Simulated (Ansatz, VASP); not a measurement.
# LiBe: VASP beside Ansatz

```
Be Li
1.0
     2.29599    0.00000    0.00000
     0.00000    3.61277    0.00000
    -0.40174    0.00000    5.51353
Be Li
2 2
Direct
  0.24358 0.75000 0.42383
  0.75642 0.25000 0.57617
  0.26315 0.75000 0.84514
  0.73685 0.25000 0.15486
```

Alike in both runs: functional LDA; k mesh 7 × 4 × 3; occupations fermi-dirac, width 0.05 eV; no spin polarisation.

```csv
,VASP,Ansatz
version,VASP 6.6.1,Ansatz 0.2.0
potentials or method,"VASP PAW LDA potentials, release 64 (Be, Li_sv)",Ansatz PAW
plane-wave cutoff (eV),520,420
valence electrons in the cell,10,10
task,single point,projected density of states
```

Ansatz gave:

```
gap on the k mesh at the Fermi level (eV) : none
rms of the force components (eV/Å)        : 0.074
```

Task: What did VASP give for the same quantities?

Result: gap on the k mesh at the Fermi level (eV): none; rms of the force components (eV/Å): 0.072.

LDA's correlation is that of Perdew and Zunger in VASP and of Perdew and Wang (1992) in Ansatz. Atom by atom the forces differ by 0.002 eV/Å (rms over components). A gap of «none» marks a metal or a gap that the smearing closes.

The k mesh is coarse, so the values compare programs but aren't converged. Noted on VASP's run: the cutoff is short for stress, so the pressure is rough.
